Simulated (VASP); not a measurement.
# Nb2Te6Mo (P1) in VASP: relaxation of cell and atoms with PBE

Aim: the relaxation of cell and atoms of Nb2Te6Mo with PBE.

Program: VASP 6.6.1. These are calculated values, not measurements. Logs are shortened: lines on timing, memory, paths and dates and some standing lists are left out, and cuts for length are marked.

**1. The cell of the first run**

The typed cell holds 9 atoms: a = 3.610 Å, b = 3.560 Å, c = 22.777 Å, α = 88.60°, β = 89.55°, γ = 120.77°.

**2. Relaxation of cell and atoms, PBE**

INCAR

```
SYSTEM = Nb2Te6Mo
PREC = Accurate
ENCUT = 600
EDIFF = 1E-6
ISMEAR = 0
SIGMA = 0.2
LREAL = .False.
LASPH = .True.
NELM = 100
ALGO = Normal
ISIF = 3
LWAVE = .False.
LCHARG = .False.
GGA = PE
IBRION = 2
NSW = 80
EDIFFG = -0.025
```

KPOINTS

```
Automatic mesh
0
Gamma
  6 6 1
  0 0 0
```

POSCAR

```
Nb2Te6Mo
1.0
    3.6099752275     -0.0095404920      0.0143965847
   -1.8132498730      3.0635040509      0.0441052026
    0.0900251379      0.3704423444     22.7739202530
Nb Te Mo
2 6 1
Direct
    0.0054896046      0.0427134653      0.8424917838
   -0.0221494151      0.0042884657      0.1608232616
    0.6306882013      0.2970022927      0.0753285258
    0.7025207101      0.3923795790      0.4182980757
    0.6217244490      0.2514228407      0.7558493136
    0.3344635893      0.6525170265      0.9117153158
    0.3908791566      0.7070871171      0.2470705929
    0.3266962971      0.6417203216      0.5863692629
    0.0096874071      0.0108688916      0.5020538678
```

Potentials or basis: VASP PAW PBE potentials, release 64 (Nb_sv, Te, Mo_sv).

Started as:

```sh
> cat potpaw_PBE.64/Nb_sv/POTCAR potpaw_PBE.64/Te/POTCAR potpaw_PBE.64/Mo_sv/POTCAR > POTCAR
> mpirun -np 1 vasp_std > vasp.out
```

OUTCAR:

```text
SYSTEM = Nb2Te6Mo
   PREC = Accurate
   ENCUT = 600
   EDIFF = 1E-6
   ISMEAR = 0
   LREAL = .False.
   LASPH = .True.
   NELM = 100
   ISIF = 3
   GGA = PE
   IBRION = 2
   NSW = 80
   EDIFFG = -0.025

 ion  position               nearest neighbor table
   1  0.005  0.043  0.842-   6 2.48   6 2.58   5 2.72   6 2.73   5 2.75   5 3.17
   2  0.978  0.004  0.161-   7 2.65   3 2.78   3 2.78   3 2.96   7 2.96   7 2.97
   3  0.631  0.297  0.075-   2 2.78   2 2.78   2 2.96
   4  0.703  0.392  0.418-   9 2.73   9 2.84   9 2.86
   5  0.622  0.251  0.756-   1 2.72   1 2.75   1 3.17
   6  0.334  0.653  0.912-   1 2.48   1 2.58   1 2.73
   7  0.391  0.707  0.247-   2 2.65   2 2.96   2 2.97
   8  0.327  0.642  0.586-   9 2.77   9 2.83   9 2.86
   9  0.010  0.011  0.502-   4 2.73   8 2.77   8 2.83   4 2.84   4 2.86   8 2.86

  LATTYP: Found a triclinic cell.
 ALAT       =     3.5437745241
 B/A-ratio  =     1.0186925033
 C/A-ratio  =     7.3959357801
 COS(alpha) =     0.0043992369
 COS(beta)  =     0.4300470557
 COS(gamma) =     0.5047914642

  Lattice vectors:

 A1 = (  -1.7967253545,  -3.0539635589,  -0.0585017873)
 A2 = (  -3.6099752275,   0.0095404920,  -0.0143965847)
 A3 = (  -0.0569761009, -12.6053775640, -22.9791342328)

Analysis of symmetry for initial positions (statically):
=====================================================================
 Subroutine PRICEL returns:
 Original cell was already a primitive cell.

 Routine SETGRP: Setting up the symmetry group for a
 triclinic supercell.

 Subroutine GETGRP returns: Found  1 space group operations
 (whereof  1 operations were pure point group operations)
 out of a pool of  2 trial point group operations.

The static configuration has the point symmetry C_1 .

Analysis of symmetry for dynamics (positions and initial velocities):
=====================================================================
 Subroutine PRICEL returns:
 Original cell was already a primitive cell.

 Routine SETGRP: Setting up the symmetry group for a
 triclinic supercell.

 Subroutine GETGRP returns: Found  1 space group operations
 (whereof  1 operations were pure point group operations)
 out of a pool of  2 trial point group operations.

The dynamic configuration has the point symmetry C_1 .

 Subroutine INISYM returns: Found  1 space group operations
 (whereof  1 operations are pure point group operations),
 and found     1 'primitive' translations

----------------------------------------------------------------------------------------

                                     Primitive cell

  volume of cell :     251.3941

  direct lattice vectors                    reciprocal lattice vectors
     3.609975228 -0.009540492  0.014396585     0.277459401  0.164279024 -0.003768970
    -1.813249873  3.063504051  0.044105203     0.000885492  0.327024339 -0.005322903
     0.090025138  0.370442344 22.773920253    -0.000177111 -0.000737182  0.043922567

  length of vectors
     3.610016541  3.560179411 22.777110786     0.322467862  0.327068854  0.043929109

  position of ions in fractional coordinates (direct lattice)
     0.005489605  0.042713465  0.842491784
     0.977850585  0.004288466  0.160823262
     0.630688201  0.297002293  0.075328526
     0.702520710  0.392379579  0.418298076
     0.621724449  0.251422841  0.755849314
     0.334463589  0.652517026  0.911715316
     0.390879157  0.707087117  0.247070593
     0.326696297  0.641720322  0.586369263
     0.009687407  0.010868892  0.502053868

  ion indices of the primitive-cell ions
   primitive index   ion index
                 1           1
                 2           2
                 3           3
                 4           4
                 5           5
                 6           6
                 7           7
                 8           8
                 9           9

----------------------------------------------------------------------------------------

 KPOINTS: Automatic mesh

Automatic generation of k-mesh.
 Grid dimensions read from file:
 generate k-points for:    6    6    1

 Generating k-lattice:

  Cartesian coordinates                     Fractional coordinates (reciprocal lattice)
     0.046243233  0.027379837 -0.000628162     0.166666667  0.000000000  0.000000000
     0.000147582  0.054504056 -0.000887151     0.000000000  0.166666667 -0.000000000
    -0.000177111 -0.000737182  0.043922567     0.000000000  0.000000000  1.000000000

  Length of vectors
     0.053744644  0.054511476  0.043929109

  Shift w.r.t. Gamma in fractional coordinates (k-lattice)
     0.000000000  0.000000000  0.000000000

 Subroutine IBZKPT returns following result:
 ===========================================

 Found     20 irreducible k-points:

 Following reciprocal coordinates:
            Coordinates               Weight
  0.000000  0.000000  0.000000      1.000000
  0.166667  0.000000  0.000000      2.000000
  0.333333 -0.000000 -0.000000      2.000000
  0.500000 -0.000000  0.000000      1.000000
  0.000000  0.166667 -0.000000      2.000000
  0.166667  0.166667  0.000000      2.000000
[... 12 lines left out ...]
  0.333333  0.500000 -0.000000      2.000000
  0.500000  0.500000  0.000000      1.000000
   k-points           NKPTS =     20   k-points in BZ     NKDIM =     20   number of bands    NBANDS=     45
   number of dos      NEDOS =    301   number of ions     NIONS =      9
   total plane-waves  NPLWV = 161280
   dimension x,y,z NGX =    30 NGY =   28 NGZ =  192
   dimension x,y,z NGXF=    60 NGYF=   56 NGZF=  384
   ions per type =               2   6   1
   NGX,Y,Z   is equivalent  to a cutoff of  13.82, 13.07, 14.01 a.u.
   NGXF,Y,Z  is equivalent  to a cutoff of  27.63, 26.15, 28.03 a.u.
 SYSTEM =  Nb2Te6Mo
   PREC   = accura    normal or accurate (medium, high low for compatibility)
   ISTART =      0    job   : 0-new  1-cont  2-samecut
   ICHARG =      2    charge: 1-file 2-atom 10-const
   ISPIN  =      1    spin polarized calculation?
   LNONCOLLINEAR =      F non collinear calculations
   LSORBIT =      F    spin-orbit coupling
   LASPH  =      T    aspherical Exc in radial PAW
   ENCUT  =  600.0 eV  44.10 Ry    6.64 a.u.   7.21  7.11 45.49*2*pi/ulx,y,z
   NELM   =    100;   NELMIN=  2; NELMDL= -5     # of ELM steps
   EDIFF  = 0.1E-05   stopping-criterion for ELM
   LREAL  =      F    real-space projection
   EDIFFG = -.3E-01   stopping-criterion for IOM
   NSW    =     80    number of steps for IOM
   IBRION =      2    ionic relax: 0-MD 1-quasi-New 2-CG
   NFREE  =      1    steps in history (QN), initial steepest desc. (CG)
   ISIF   =      3    stress and relaxation
   ISYM   =      2    0-nonsym 1-usesym 2-fastsym
   POTIM  = 0.5000    time-step for ionic-motion
   TEBEG  =    0.0;   TEEND  =   0.0 temperature during run
   PSTRESS=    0.0 pullay stress
   NELECT =      76.0000    total number of electrons
   NUPDOWN=      -1.0000    fix difference up-down
   EMIN   =  10.00;   EMAX   =-10.00  energy-range for DOS
   EFERMI =   0.00;   METHOD = LEGACY
   ISMEAR =     0;   SIGMA  =   0.20  broadening in eV -4-tet -1-fermi 0-gaus
   EFERMI_NEDOS =   21; number of points for ismear=-14 and -15
   IALGO  =     38    algorithm
   IMIX   =      4    mixing-type and parameters
     AMIX     =   0.40;   BMIX     =  1.00
     AMIX_MAG =   1.60;   BMIX_MAG =  1.00
  volume/ion in A,a.u.               =      27.93       188.50
  Fermi-wavevector in a.u.,A,eV,Ry     =   1.098738  2.076315 16.425310  1.207226
  Thomas-Fermi vector in A             =   2.235121
   LORBIT       =      0    0 simple, 1 ext, 2 COOP (PROOUT), +10 PAW based schemes
   GGA     = PE    functional components
   LHFCALC =     F    Hartree Fock is set to
   AEXX    =    0.0000 exact exchange contribution
   IVDW    =     0    specifies the selected vdW correction
   LEPSILON=     F    determine dielectric tensor
   LRPA    =     F    only Hartree local field effects (RPA)
 conjugate gradient relaxation of ions
 non-spin polarized calculation
 Gauss-broadening in eV      SIGMA  =   0.20
  energy-cutoff  :      600.00
  volume of cell :      251.39
 maximum number of plane-waves:      8441
 NGX is ok and might be reduce to    30
   NGX = 15   NGY = 15   NGZ = 91

--------------------------------------- Ionic step        1  -------------------------------------------

 number of electron      76.0000002 magnetization

 Free energy of the ion-electron system (eV)
  ---------------------------------------------------
  ext. energy  EPLUGINS =         0.00000000
  ---------------------------------------------------
  free energy    TOTEN  =       -51.75478552 eV

  energy without entropy =      -51.61996470  energy(sigma->0) =      -51.68737511

------------------------ aborting loop because EDIFF is reached ----------------------------------------

  FORCE on cell =-STRESS in cart. coord.  units (eV):
  Direction    XX          YY          ZZ          XY          YZ          ZX
  --------------------------------------------------------------------------------------
  -------------------------------------------------------------------------------------
  Total        3.4616317      6.3344416      2.9559203      1.8719885     -0.9134788     -3.4931405
  in kB       22.0615665     40.3704716     18.8385818     11.9305003     -5.8217558    -22.2623776
  external PRESSURE =      27.0902066 kB  Pullay stress =       0.0000000 kB
[... 110 lines left out ...]
  FREE ENERGIE OF THE ION-ELECTRON SYSTEM (eV)
  ---------------------------------------------------
  free  energy   TOTEN  =       -52.5418575236 eV

  energy  without entropy=      -52.4184913936  energy(sigma->0) =      -52.48017446

[... ionic steps 4 to 13 ...]

--------------------------------------- Ionic step       14  -------------------------------------------

 number of electron      76.0000001 magnetization

------------------------ aborting loop because EDIFF is reached ----------------------------------------

  FORCE on cell =-STRESS in cart. coord.  units (eV):
  Direction    XX          YY          ZZ          XY          YZ          ZX
  --------------------------------------------------------------------------------------
  -------------------------------------------------------------------------------------
  Total        0.1570477      0.0735038      0.1782776      0.0324098     -0.0637336     -0.0485868
  in kB        0.9862408      0.4615948      1.1195621      0.2035299     -0.4002394     -0.3051195
  external PRESSURE =       0.8557992 kB  Pullay stress =       0.0000000 kB
[... 71 lines left out ...]
  energy  without entropy=      -52.9682285353  energy(sigma->0) =      -53.02736827

--------------------------------------- Ionic step       16  -------------------------------------------

 number of electron      76.0000001 magnetization

 Free energy of the ion-electron system (eV)
  ---------------------------------------------------
  ext. energy  EPLUGINS =         0.00000000
  ---------------------------------------------------
  free energy    TOTEN  =       -53.08675079 eV

  energy without entropy =      -52.96841314  energy(sigma->0) =      -53.02758196

 E-fermi :   7.1655     XC(G=0):  -9.7531

 val. band max:        7.1208152173   @ k =   0.1667   0.1667   0.0000
 cond. band min:       7.2233418806   @ k =  -0.1667   0.3333   0.0000
 fundamental gap:      0.1025266633
 Fermi energy:         7.1654507537

 k-point     1 :       0.0000    0.0000    0.0000
  band No.  band energies     occupation
      1     -54.3002      2.00000
      2     -48.2006      2.00000
      3     -48.1999      2.00000
      4     -28.3815      2.00000
      5     -28.3805      2.00000
      6     -28.3470      2.00000
[... 985 lines left out ...]
  FREE ENERGIE OF THE ION-ELECTRON SYSTEM (eV)
  ---------------------------------------------------
  free  energy   TOTEN  =       -53.0867507913 eV

  energy  without entropy=      -52.9684131370  energy(sigma->0) =      -53.02758196

 reached required accuracy - stopping structural energy minimisation
```

Wall time 51 min (1 thread of Intel Xeon 6975P-C (Granite Rapids), shared host); peak memory 0.63 GiB.

Results:

| Item | Value |
| --- | --- |
| Free energy | -53.0868 eV |
| Relaxed volume | 28.38 Å³/atom |
| Relaxed cell | a = 3.622 Å, b = 3.622 Å, c = 22.483 Å, α = 90.01°, β = 90.82°, γ = 120.00° |
| Space group after relaxing (to 0.1 Å) | P1 (No. 1) |
| Energy gained by relaxing | 148.0 meV/atom |
| Ionic steps | 16 |
| Pressure after relaxing | 0.0 GPa |
| Largest force after relaxing | 0.021 eV/Å |
| Band gap on the k mesh | zero (bands 38 and 39 overlap by 0.79 eV) |

Forces in eV/Å, atoms in the order of the input:
```
Nb   0.003 -0.002 -0.016
Nb   0.005 -0.001  0.000
Te   0.004 -0.003  0.021
Te   0.002  0.005  0.009
Te   0.000  0.012  0.002
Te  -0.008 -0.005  0.002
Te  -0.004  0.003  0.000
Te  -0.002 -0.008 -0.011
Mo  -0.001 -0.002 -0.007
```

Step by step:
| step | energy change (eV) | largest force (eV/Å) | pressure (GPa) | volume (Å³) |
| --- | --- | --- | --- | --- |
| 1 | 0.0000 | 4.3762 | 2.71 | 251.39 |
| 2 | -0.6441 | 1.9671 | -3.91 | 268.83 |
| 3 | -0.7871 | 1.1243 | -2.35 | 262.92 |
| 4 | -1.1289 | 1.0776 | 1.29 | 252.28 |
| 5 | -1.1289 | 1.0800 | 1.37 | 252.12 |
| 6 | -1.2665 | 0.5467 | -0.05 | 255.87 |
| 7 | -1.2681 | 0.5257 | -0.20 | 256.34 |
| 8 | -1.3059 | 0.2811 | -0.09 | 255.79 |
| 9 | -1.3066 | 0.2911 | -0.06 | 255.71 |
| 10 | -1.3264 | 0.1601 | 0.09 | 255.10 |
| 11 | -1.3290 | 0.1599 | 0.18 | 254.79 |
| 12 | -1.3307 | 0.0772 | -0.23 | 255.95 |
| 13 | -1.3311 | 0.0750 | -0.12 | 255.62 |
| 14 | -1.3317 | 0.0509 | 0.09 | 255.13 |
| 15 | -1.3317 | 0.0444 | 0.05 | 255.24 |
| 16 | -1.3320 | 0.0213 | 0.02 | 255.41 |

Final structure:
```cif
data_structure
_symmetry_space_group_name_H-M 'P 1'
_symmetry_Int_Tables_number 1
_cell_length_a 3.6219
_cell_length_b 3.6222
_cell_length_c 22.4834
_cell_angle_alpha 90.014
_cell_angle_beta 90.820
_cell_angle_gamma 120.003
_cell_volume 255.41
loop_
_atom_site_label
_atom_site_type_symbol
_atom_site_fract_x
_atom_site_fract_y
_atom_site_fract_z
_atom_site_occupancy
Nb1 Nb 0.98693 0.98244 0.83670 1
Nb2 Nb 0.00009 0.00293 0.16114 1
Te1 Te 0.65703 0.33133 0.07793 1
Te2 Te 0.66968 0.34287 0.42159 1
Te3 Te 0.64358 0.31016 0.75335 1
Te4 Te 0.33049 0.65448 0.91982 1
Te5 Te 0.34342 0.67447 0.24453 1
Te6 Te 0.35592 0.68659 0.58274 1
Mo1 Mo 0.01285 0.01474 0.50219 1
```

Levels at points of the mesh, in eV from the Fermi level:
```
           k point  band 34  band 35  band 36  band 37  band 38  band 39  band 40  band 41  band 42  band 43
(0.00, 0.00, 0.00)    -0.35     0.06     0.10     0.10     0.10     0.10     0.92     0.93     1.16     1.17
(0.50, 0.00, 0.00)    -1.59    -1.17    -0.99    -0.93    -0.63    -0.51     0.35     0.86     1.62     1.62
(0.00, 0.50, 0.00)    -1.62    -1.18    -1.00    -0.92    -0.63    -0.51     0.35     0.87     1.62     1.62
(0.50, 0.50, 0.00)    -1.62    -1.18    -1.01    -0.92    -0.63    -0.51     0.35     0.87     1.62     1.62
```

Caveat: spin-orbit coupling is left out, which moves the levels of the heavy elements.
